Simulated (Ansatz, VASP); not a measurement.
## TiAl: VASP beside Ansatz

The input INCAR:

```
PREC     = Accurate       # precision mode
ENCUT    = 520            # plane-wave cutoff, eV
EDIFF    = 1E-6           # SCF threshold, eV
ISMEAR   = -1             # smearing method
SIGMA    = 0.1            # smearing width, eV
LREAL    = F              # projectors in reciprocal space
LASPH    = T              # aspherical terms in the spheres
NELM     = 100            # most SCF steps
ALGO     = Normal         # electronic algorithm
ISIF     = 2              # what is computed and relaxed
LWAVE    = F              # write WAVECAR
LCHARG   = T              # write CHGCAR
GGA      = B5             # functional
ALDAX    = 1.0          
AGGAX    = 1.0          
AGGAC    = 1.0          
ALDAC    = 0.0          
LELF     = T              # ELF
LVHAR    = T            
NBANDS   = 14             # bands
```

File KPOINTS:

```
Automatic mesh
0
Gamma
  9 9 5
```

The input POSCAR:

```
TiAl
1.0
    2.8672620000      0.0000000000      0.0000000000
   -1.4336310000      2.4831220000      0.0000000000
    0.0000000000      0.0000000000      4.6780830000
Ti Al
1 1
Direct
    0.0000000000      0.0000000000      0.0000000000
    0.3333333333      0.6666666667      0.5000000000
```

Input for Ansatz:

```yaml
crystal:
  lattice:
    - [2.867262, 0.0, 0.0]
    - [-1.433631, 2.483122, 0.0]
    - [0.0, 0.0, 4.678083]
  atoms:
    - { symbol: Ti, position: [0.0, 0.0, 0.0] }
    - { symbol: Al, position: [0.3333333333333333, 0.6666666666666666, 0.5] }
kpoints:
  mp_grid:
    grid: [9, 9, 5]
hamiltonian:
  xc: blyp
scf:
  convergence:
    dr2_threshold: 1.0e-07
  occupations:
    method: fermi_dirac
    width: 0.1
output:
  stress: true
```

Alike in both runs: task single point; functional BLYP; k mesh 9 × 9 × 5; occupations fermi-dirac, width 0.1 eV; no spin polarisation.

|  | VASP | Ansatz |
| --- | --- | --- |
| version | VASP 6.6.1 | Ansatz 0.2.0 |
| potentials or method | VASP PAW PBE potentials, release 64 (Ti_sv, Al) | plane waves, PAW |
| plane-wave cutoff (eV) | 520 | 420 |
| valence electrons in the cell | 15 | 15 |

```tsv
	VASP	Ansatz	Ansatz less VASP
pressure (GPa)	3.4	3.3	-0.12
traceless stress, the component that is largest in VASP (GPa)	-0.68	-0.73	-0.049
```

VASP's potentials were made for PBE, not for BLYP. With one functional, cell and mesh, what is left measures potentials, basis and numerics. Ansatz's warnings: stress scf threshold loose.
